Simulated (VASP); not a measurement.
Write the native input for VASP 6.6.1 that does the following.

| Property | Result |
| --- | --- |
| Task | single point |
| Functional | PBE |
| Potentials or basis | VASP PAW PBE potentials, release 64 (Ca_sv) |
| Cutoff | 520 eV |
| k mesh | 15 × 15 × 8 |
| Occupations | gaussian, width 0.1 eV |
| Spin | no spin polarisation |
| Dipole correction | no |
| Further INCAR settings | ALGO = Fast; EDIFF = 1e-07; NBANDS = 17 |

The structure of Ca lies in POSCAR:

```
Ca
1.0
    1.4957990081     -2.5909765445      0.0000000000
    1.4957990081      2.5909765445      0.0000000000
    0.0000000000      0.0000000000      5.0246906804
Ca
2
Direct
    0.8333642793      0.1666357207      0.2500000000
    0.1666357207      0.8333642793      0.7500000000
```

This isn't the form of Ca at room conditions, which is fcc.

These files were run (other wordings do the same):

INCAR

```
PREC = Accurate
ENCUT = 520
EDIFF = 1E-7
ISMEAR = 0
SIGMA = 0.1
LREAL = False
LASPH = True
NELM = 60
ALGO = Fast
ISIF = 2
LWAVE = False
LCHARG = False
GGA = PE
NBANDS = 17
```

KPOINTS

```
Automatic mesh
0
Gamma
  15 15 8
```

Potentials or basis: VASP PAW PBE potentials, release 64 (Ca_sv).

Launch:

```sh
$ cat potpaw_PBE.64/Ca_sv/POTCAR > POTCAR
$ mpirun -np 1 vasp_std > vasp.out
```

It gave:

```yaml
Pressure: 40.1 GPa
Band_gap_on_the_k_mesh: zero (bands 10 and 11 overlap by 1.16 eV)
```

Caveat: the cell stands under pressure.

Run time: 8.5 min on 1 thread of Oxide Virtual Turin-like Processor, on a shared host, peak memory 0.26 GiB.
